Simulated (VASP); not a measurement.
**Hf2B2O: single point with PBE**

Hf2B2O:

```xyz
5
Lattice="2.8114 -3.5819 0.0000 2.8114 3.5819 0.0000 -1.8260 0.0000 2.6631" Properties=species:S:1:pos:R:3 pbc="T T T"
Hf    1.8984   -1.5148    1.3316
Hf    1.8984    1.4840    1.3316
B     3.4106   -0.3481    0.7624
B     0.3863   -0.3481    1.9008
O     2.8114   -2.8549    0.0000
```

```
Program                : VASP 6.6.1
Task                   : single point
Functional             : PBE
Potentials or basis    : VASP PAW PBE potentials, release 64 (Hf_pv, B, O)
Cutoff                 : 520 eV
k mesh                 : 4 × 4 × 6
Occupations            : gaussian, width 0.1 eV
Spin                   : no spin polarisation
Dipole correction      : no
Further INCAR settings : ALGO = Fast; EDIFF = 1e-06; NBANDS = 24
```

```
Pressure               : 51.1 GPa
Largest force          : 6.840 eV/Å
Band gap on the k mesh : zero (bands 16 and 17 overlap by 0.24 eV)
```

Forces on the atoms (eV/Å):
```
Hf   0.000 -6.840  0.000
Hf   0.000 -2.746  0.000
B    1.487  4.931 -3.158
B   -1.487  4.931  3.158
O    0.000 -0.275  0.000
```

Stress tensor (GPa, compression positive):
```
 67.51   0.00 -14.70
  0.00  56.42   0.00
-14.70   0.00  29.26
```

Levels at points of the mesh, in eV from the Fermi level:
| k point | band 13 | band 14 | band 15 | band 16 | band 17 | band 18 | band 19 | band 20 |
| --- | --- | --- | --- | --- | --- | --- | --- | --- |
| (0.00, 0.00, 0.00) | -2.55 | -2.16 | -0.97 | 0.15 | 0.24 | 2.56 | 3.76 | 4.19 |
| (0.50, 0.00, 0.00) | -2.43 | -1.05 | -0.85 | -0.17 | 0.60 | 0.99 | 3.15 | 3.68 |
| (0.50, 0.50, 0.00) | -2.78 | -1.77 | -1.37 | -0.71 | -0.09 | 1.24 | 3.14 | 3.39 |
| (0.00, 0.00, 0.50) | -2.14 | -1.75 | -0.83 | -0.75 | 0.67 | 1.03 | 2.98 | 3.81 |
| (0.50, 0.00, 0.50) | -3.18 | -2.06 | -1.24 | -0.49 | 0.53 | 0.90 | 3.70 | 3.96 |
| (0.50, 0.50, 0.50) | -2.63 | -1.81 | -1.69 | -0.47 | 0.55 | 1.91 | 3.38 | 5.02 |

Run time: 77 s on 1 thread of Oxide Virtual Turin-like Processor, with other jobs on the host, peak memory 0.16 GiB.

Caveat: the k points lie up to 0.40 Å⁻¹ apart; spin-orbit coupling is left out, which moves the levels of the heavy elements; forces of over 1 eV/Å act on the atoms, so gaps and moduli don't describe the material at rest.
